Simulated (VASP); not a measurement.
Wanted: the native input for a VASP 6.6.1 run.

| Quantity | Value |
| --- | --- |
| Task | single point |
| Functional | PBEsol |
| Potentials or basis | VASP PAW PBE potentials, release 64 (Au) |
| Cutoff | 520 eV |
| k mesh | 11 × 11 × 11 |
| Occupations | fermi-dirac, width 0.05 eV |
| Spin | no spin polarisation |
| Dipole correction | no |
| Further INCAR settings | ALGO = Normal; EDIFF = 1e-06; NBANDS = 12 |

The structure of Au lies in POSCAR:

```
Au
1.0
   -1.6897727226      1.6897727226      1.6897727226
    1.6897727226     -1.6897727226      1.6897727226
    1.6897727226      1.6897727226     -1.6897727226
Au
1
Direct
    0.0000000000      0.0000000000      0.0000000000
```

These files were run (other wordings do the same):

INCAR

```
SYSTEM = Au
PREC = Accurate ; ENCUT = 520
EDIFF = 1E-6 ; ISMEAR = -1
SIGMA = 0.05 ; LREAL = .FALSE.
LASPH = .TRUE. ; NELM = 80
ALGO = Normal ; ISIF = 2
LWAVE = .FALSE. ; LCHARG = .TRUE.
GGA = PS ; LELF = .TRUE.
LVHAR = .TRUE. ; NBANDS = 12
```

KPOINTS

```
Automatic mesh
0
G
  11 11 11
  0 0 0
```

Potentials or basis: VASP PAW PBE potentials, release 64 (Au).

The run is started by

```bash
$ cat potpaw_PBE.64/Au/POTCAR > POTCAR
$ mpirun -np 1 vasp_std > vasp.out
```

It gave:

The pressure is -14.6 GPa.

Caveat: the PAW data sets were made with another functional, which shifts forces and pressure a little.

It took 8.4 s on 1 thread of AMD EPYC 7R13 Processor (Zen 3), with other jobs on the host, peak memory 0.12 GiB.
